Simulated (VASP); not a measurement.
Input of a VASP 6.6.1 run:

File INCAR:

```
SYSTEM = C
ALGO     = Normal         ! electronic algorithm
EDIFF    = 1E-6           ! SCF threshold, eV
EDIFFG   = -0.04          ! ionic threshold
ENCUT    = 600            ! plane-wave cutoff, eV
GGA      = PE             ! functional
IBRION   = 2              ! ionic algorithm
ISIF     = 3              ! what is computed and relaxed
ISMEAR   = 0              ! smearing method
LASPH    = .True.         ! aspherical terms in the spheres
LCHARG   = .False.        ! write CHGCAR
LREAL    = .False.        ! projectors in reciprocal space
LWAVE    = .False.        ! write WAVECAR
NELM     = 100            ! most SCF steps
NSW      = 90             ! ionic steps
PREC     = Accurate       ! precision mode
SIGMA    = 0.1            ! smearing width, eV
```

The input KPOINTS:

```
k-points
0
Gamma
  6 6 6
  0 0 0
```

File POSCAR:

```
C
1.0
    1.9983546100      1.1537505700      1.3152270400
   -1.9983546100      1.1537505700      1.3152270400
    0.0000000000     -2.3075011500      1.3152270400
C
3
Direct
    0.7156709300      0.2843290700      0.5000000000
    0.5000000000      0.7156709300      0.2843290700
    0.2843290700      0.5000000000      0.7156709300
```

Potentials or basis: VASP PAW PBE potentials, release 64 (C).

Launch:

```sh
$ cat potpaw_PBE.64/C/POTCAR > POTCAR
$ mpirun -np 1 vasp_std > vasp.out
```

Question: What does it give for the band gap on the k mesh?

Answer: Zero (band 6 reaches 9.38 eV, above the bottom of band 7 at 8.08 eV).

Question: Predict the space group after relaxing (to 0.05 Å).

Answer: R32 (No. 155).

Question: What does it give for the relaxed cell?

Answer: a = 2.715 Å, b = 2.715 Å, c = 2.715 Å, α = 99.13°, β = 99.13°, γ = 99.13°.

Final structure:
```cif
data_structure
_symmetry_space_group_name_H-M 'P 1'
_symmetry_Int_Tables_number 1
_cell_length_a 2.7151
_cell_length_b 2.7151
_cell_length_c 2.7151
_cell_angle_alpha 99.128
_cell_angle_beta 99.128
_cell_angle_gamma 99.128
_cell_volume 19.16
loop_
_atom_site_label
_atom_site_type_symbol
_atom_site_fract_x
_atom_site_fract_y
_atom_site_fract_z
_atom_site_occupancy
C1 C 0.71530 0.28470 0.50000 1
C2 C 0.50000 0.71530 0.28470 1
C3 C 0.28470 0.50000 0.71530 1
```

Caveat: the k points lie up to 0.40 Å⁻¹ apart in the final cell.
